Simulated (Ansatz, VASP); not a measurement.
# One calculation of Bi, two programs

The input INCAR:

```
SYSTEM = Bi
PREC     = Accurate       ! precision mode
ENCUT    = 520            ! plane-wave cutoff, eV
EDIFF    = 1E-7           ! SCF threshold, eV
ISMEAR   = 0              ! smearing method
SIGMA    = 0.02           ! smearing width, eV
LREAL    = .False.        ! projectors in reciprocal space
LASPH    = .True.         ! aspherical terms in the spheres
NELM     = 80             ! most SCF steps
ALGO     = Normal         ! electronic algorithm
ISIF     = 2              ! what is computed and relaxed
LWAVE    = .False.        ! write WAVECAR
LCHARG   = .False.        ! write CHGCAR
LDIPOL   = .True.       
IDIPOL   = 3            
DIPOL    = 0.5 0.5 0.500
NBANDS   = 22             ! bands
```

File KPOINTS:

```
regular mesh
0
Gamma
  9 9 1
  0 0 0
```

The input POSCAR:

```
Bi
1.0
    4.3510000000      0.0000000000      0.0000000000
   -2.1755000000      3.7680765319      0.0000000000
    0.0000000000      0.0000000000     28.0000000000
Bi
2
Direct
    0.3333333333      0.6666666667      0.5065714286
    0.6666666667      0.3333333333      0.4934285714
```

Input for Ansatz:

```yaml
crystal:
  lattice:
    - [4.351, 0.0, 0.0]
    - [-2.1755, 3.7680765319, 0.0]
    - [0.0, 0.0, 28.0]
  atoms:
    - { symbol: Bi, position: [0.3333333333, 0.6666666667, 0.5065714286] }
    - { symbol: Bi, position: [0.6666666667, 0.3333333333, 0.4934285714] }
  periodic: [true, true, false]
basis:
  ecutwfc: 420
kpoints:
  mp_grid: { grid: [9, 9, 1] }
hamiltonian:
  xc: lda
scf:
  occupations: { method: gaussian, width: 0.02 }
output:
  forces: true
  stress: true
  eigenvalues: true
```

Alike in both runs: task single point; functional LDA; k mesh 9 × 9 × 1; occupations gaussian, width 0.02 eV; no spin polarisation.

|  | VASP | Ansatz |
| --- | --- | --- |
| version | VASP 6.6.1 | Ansatz 0.2.0 |
| potentials or method | VASP PAW LDA potentials, release 64 (Bi_d), cutoff 520 eV | scalar-relativistic, plane waves, PAW |
| valence electrons in the cell | 30 | 30 |

```csv
,VASP,Ansatz,Ansatz less VASP
gap on the k mesh at the Fermi level (eV),none,none,-
rms of the force components (eV/Å),1.293,1.288,-0.0055
```

LDA's correlation is that of Perdew and Zunger in VASP and of Perdew and Wang (1992) in Ansatz. Atom by atom the forces differ by 0.005 eV/Å (rms over components). A gap of «none» marks a metal or a gap that the smearing closes.

Spin-orbit coupling is off throughout.
